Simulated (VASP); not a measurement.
A run of VASP 6.6.1:

File INCAR:

```
SYSTEM = Sb
PREC     = Accurate       ! precision mode
ENCUT    = 520            ! plane-wave cutoff, eV
EDIFF    = 1E-6           ! SCF threshold, eV
ISMEAR   = -1             ! smearing method
SIGMA    = 0.2            ! smearing width, eV
LREAL    = .FALSE.        ! projectors in reciprocal space
LASPH    = .TRUE.         ! aspherical terms in the spheres
NELM     = 100            ! most SCF steps
ALGO     = Normal         ! electronic algorithm
ISIF     = 2              ! what is computed and relaxed
LWAVE    = .FALSE.        ! write WAVECAR
LCHARG   = .FALSE.        ! write CHGCAR
NBANDS   = 12             ! bands
```

The input KPOINTS:

```
regular mesh
0
G
  7 7 7
  0 0 0
```

POSCAR

```
Sb
1.0
   -1.7250000000      1.7250000000      1.7250000000
    1.7250000000     -1.7250000000      1.7250000000
    3.2343750000      3.6656250000     -3.2343750000
Sb
2
Direct
    0.0000000000      0.0000000000      0.0000000000
   -0.0625000000      0.0000000000      0.5000000000
```

Potentials or basis: VASP PAW LDA potentials, release 64 (Sb).

Run with:

```bash
$ cat potpaw_LDA.64/Sb/POTCAR > POTCAR
$ mpirun -np 1 vasp_std > vasp.out
```

Hardware: 1 thread of Intel Xeon 6975P-C (shared host).

Problem. Estimate the wall time of this run.

Solution. Run time: 48 s on 1 thread of Intel Xeon 6975P-C (shared host), peak memory 0.2 GiB. Counts: scf iterations 10, k points 172.
